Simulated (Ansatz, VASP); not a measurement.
**BN: VASP beside Ansatz**

```
B N
1.0
     2.39703    0.00000    0.00000
    -1.19851    2.15498    0.00000
     0.00000    0.00000    6.97137
B N
2 2
Direct
  0.32691 0.65381 0.25000
  0.67309 0.34619 0.75000
  0.34288 0.68577 0.75000
  0.65712 0.31423 0.25000
```

Change from the starting cell: normal strain along x -0.0367, normal strain along z +0.0733.

Alike in both runs: functional LDA; k mesh 12 × 12 × 4; occupations gaussian, width 0.05 eV; no spin polarisation.

Ansatz relaxed the structure, and its values are those at the end. VASP's run is a single point on that final structure, the one shown.

|  | VASP | Ansatz |
| --- | --- | --- |
| version | VASP 6.6.1 | Ansatz 0.2.0 |
| potentials or method | VASP PAW LDA potentials, release 64 (B, N), cutoff 520 eV | scalar-relativistic, plane waves, PAW |
| valence electrons in the cell | 16 | 16 |

|  | VASP | Ansatz | Ansatz less VASP |
| --- | --- | --- | --- |
| gap on the k mesh at the Fermi level (eV) | 4.12 | 4.14 | +0.013 |
| least direct gap on the mesh (eV) | 4.70 | 4.70 | +0.006 |
| pressure (GPa) | 14.5 | 13.9 | -0.60 |
| rms of the force components (eV/Å) | 0.002 | 0.004 | +0.0021 |

Ansatz warns that its potentials were made for another functional, while VASP's fit it. LDA's correlation is that of Perdew and Zunger in VASP and of Perdew and Wang (1992) in Ansatz. Ansatz's warnings: stress scf threshold loose.
